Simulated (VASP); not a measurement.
Write the native input for VASP 6.6.1 that does the following.

```
Task                   : single point
Functional             : PBE
Potentials or basis    : VASP PAW PBE potentials, release 64 (Co)
Cutoff                 : 520 eV
k mesh                 : 18 × 18 × 10
Occupations            : gaussian, width 0.1 eV
Spin                   : collinear spin, ferromagnetic start
Starting moments       : [1.93, 1.93] μB
Dipole correction      : no
Further INCAR settings : ALGO = Normal; EDIFF = 1e-06; NBANDS = 20
```

The structure of Co lies in POSCAR:

```
Co
1.0
    2.4922744457      0.0000000000      0.0000000000
   -1.2461372229      2.1583729832      0.0000000000
    0.0000000000      0.0000000000      4.0336832383
Co
2
Direct
    0.3333333333      0.6666666667      0.2500000000
    0.6666666667      0.3333333333      0.7500000000
```

One way to write it, as run:

INCAR

```
ALGO = Normal ; EDIFF = 1E-6
ENCUT = 520 ; GGA = PE
ISIF = 2 ; ISMEAR = 0
ISPIN = 2 ; LASPH = True
LCHARG = True ; LELF = True
LMAXMIX = 4 ; LORBIT = 11
LREAL = False ; LVHAR = True
LWAVE = False ; MAGMOM = 1.93 1.93
NBANDS = 20 ; NELM = 150
PREC = Accurate ; SIGMA = 0.1
```

KPOINTS

```
k-points
0
Gamma
  18 18 10
```

Potentials or basis: VASP PAW PBE potentials, release 64 (Co).

Run with:

```sh
$ cat potpaw_PBE.64/Co/POTCAR > POTCAR
$ mpirun -np 1 vasp_std > vasp.out
```

Results of the run:

| Item | Value |
| --- | --- |
| Pressure | -0.7 GPa |
| Net moment | 3.19 μB per cell |
| Site moments | Co +1.61 μB |
| Valence electrons inside the program's atomic spheres | Co 8.27 |

It took 4.8 min on 1 thread of AMD EPYC 7R43 64-Core Processor (Zen 3), on a shared host, peak memory 0.21 GiB.
